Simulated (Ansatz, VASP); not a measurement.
One calculation of Cd2SeO, two programs

INCAR

```
ALGO = Normal
EDIFF = 1E-6
ENCUT = 520
GGA = PE
ISIF = 2
ISMEAR = -1
LASPH = T
LCHARG = F
LREAL = F
LWAVE = F
NBANDS = 26
NELM = 100
PREC = Accurate
SIGMA = 0.02
```

KPOINTS

```
k-points
0
Gamma
  6 6 4
```

Contents of POSCAR:

```
Cd2SeO
1.0
    3.9864291518      0.0000000000      0.0000000000
    0.0000000000      3.9864291518      0.0000000000
    0.0000000000      0.0000000000      5.4834238002
O Cd Se
1 2 1
Direct
    0.0000000000      0.0000000000      0.0000000000
    0.0000000000      0.5000000000      0.8071404097
    0.5000000000      0.0000000000      0.1928595903
    0.5000000000      0.5000000000      0.5000000000
```

Input for Ansatz:

```yaml
crystal:
  lattice:
    - [3.9864291518, 0.0, 0.0]
    - [0.0, 3.9864291518, 0.0]
    - [0.0, 0.0, 5.4834238002]
  atoms:
    - { symbol: O, position: [0.0, 0.0, 0.0] }
    - { symbol: Cd, position: [0.0, 0.5, 0.8071404097] }
    - { symbol: Se, position: [0.5, 0.5, 0.5] }
    - { symbol: Cd, position: [0.5, 0.0, 0.1928595903] }
kpoints:
  mp_grid: { grid: [6, 6, 4] }
hamiltonian:
  xc: pbe
scf:
  occupations: { method: fermi_dirac, width: 0.02 }
  n_extra_bands: 5
output:
  forces: true
  stress: true
  eigenvalues: true
```

Alike in both runs: task single point; functional PBE; k mesh 6 × 6 × 4; occupations fermi-dirac, width 0.02 eV; no spin polarisation.

|  | VASP | Ansatz |
| --- | --- | --- |
| version | VASP 6.6.1 | Ansatz 0.2.0 |
| potentials or method | VASP PAW PBE potentials, release 64 (O, Cd, Se) | plane waves, PAW |
| plane-wave cutoff (eV) | 520 | 420 |
| valence electrons in the cell | 36 | 62 |

Ansatz gave:

| Quantity | Value |
| --- | --- |
| pressure (GPa) | 2.1 |
| rms of the force components (eV/Å) | 0.014 |

Problem. Estimate VASP's values.

Solution. Pressure (GPa): 2.7; rms of the force components (eV/Å): 0.004.

VASP's potentials hold 36 valence electrons a cell and Ansatz's 62, so a difference there can come from the potentials and not from the codes.
